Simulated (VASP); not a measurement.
Ta5N: single point with PBE

Crystal: Ta5N.

```
Ta N
1.0
    -3.46880    3.46880    2.03713
     3.46880   -3.46880    2.03713
     3.46880    3.46880   -2.03713
Ta N
5 1
Direct
  0.00000 0.00000 0.00000
  0.80204 0.60307 0.40510
  0.39693 0.80204 0.19897
  0.19796 0.39693 0.59490
  0.60307 0.19796 0.80103
  0.50000 0.50000 0.00000
```

- Program: VASP 6.6.1
- Task: single point
- Functional: PBE
- Potentials or basis: VASP PAW PBE potentials, release 64 (Ta_pv, N)
- Cutoff: 520 eV
- k mesh: 5 × 5 × 5
- Occupations: gaussian, width 0.2 eV
- Spin: no spin polarisation
- Dipole correction: no
- Further INCAR settings: ALGO = Normal; EDIFF = 1e-06; NBANDS = 39

| Quantity | Value |
| --- | --- |
| Pressure | 0.4 GPa |
| Largest force | 0.012 eV/Å |
| Band gap on the k mesh | zero (bands 30 and 31 overlap by 0.75 eV) |

Forces on the atoms (eV/Å):
```
Ta   0.000  0.000  0.000
Ta   0.012  0.001  0.000
Ta   0.001 -0.012  0.000
Ta  -0.012 -0.001  0.000
Ta  -0.001  0.012  0.000
N    0.000  0.000  0.000
```

Stress tensor (GPa, compression positive):
```
0.15 0.00 0.00
0.00 0.15 0.00
0.00 0.00 0.83
```

Levels at points of the mesh, in eV from the Fermi level:
```
           k point  band 28  band 29  band 30  band 31  band 32  band 33
(0.00, 0.00, 0.00)    -1.41    -0.12    -0.12    -0.01    -0.01     0.26
```

It took 60 s on 1 thread of Intel(R) Xeon(R) 6975P-C (Granite Rapids), on a shared host, peak memory 0.26 GiB.

Caveat: spin-orbit coupling is left out, which moves the levels of the heavy elements.
